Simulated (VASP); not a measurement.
Input of a VASP 6.6.1 run:

The input POSCAR:

```
SrO
1.0
    1.9674684922      1.1359184649      3.2136613198
   -1.9674684922      1.1359184649      3.2136613198
    0.0000000000     -2.2718369259      3.2136613212
Sr O
1 1
Direct
    1.0412273292      1.0412273292      1.0412273292
    0.2912056708      0.2912056708      0.2912056708
```

INCAR.step1

```
ALGO = Normal ; EDIFF = 1E-4
ENCUT = 520 ; GGA = PE
ISMEAR = -1 ; LASPH = T
LCHARG = F ; LREAL = F
LWAVE = T ; NBANDS = 15
NELM = 100 ; PREC = Accurate
SIGMA = 0.03
```

The input INCAR.step2:

```
ALGO = Normal ; BPARAM = 11.95
CPARAM = 0.0093 ; EDIFF = 1E-6
ENCUT = 520 ; ISIF = 2
ISMEAR = -1 ; ISTART = 1
IVDW_NL = 2 ; LASPH = T
LCHARG = F ; LMIXTAU = T
LREAL = F ; LUSE_VDW = T
LWAVE = F ; METAGGA = R2SCAN
NBANDS = 15 ; NELM = 100
PREC = Accurate ; SIGMA = 0.03
```

The input KPOINTS:

```
k-points
0
Gamma
  8 8 8
```

Potentials or basis: VASP PAW PBE potentials, release 64 (Sr_sv, O).

Launch:

```sh
$ cat potpaw_PBE.64/Sr_sv/POTCAR potpaw_PBE.64/O/POTCAR > POTCAR
$ cp INCAR.step1 INCAR
$ mpirun -np 1 vasp_std > vasp.out
$ cp INCAR.step2 INCAR
$ mpirun -np 1 vasp_std > vasp.out
```

Problem. What does it give for the band gap on the k mesh?

Solution. 2.83 eV, indirect (least direct gap 3.70 eV).

Problem. What does it give for the pressure?

Solution. 0.5 GPa.

Caveat: the PAW data sets were made with another functional, which shifts forces and pressure a little. A k mesh can miss the band edges.
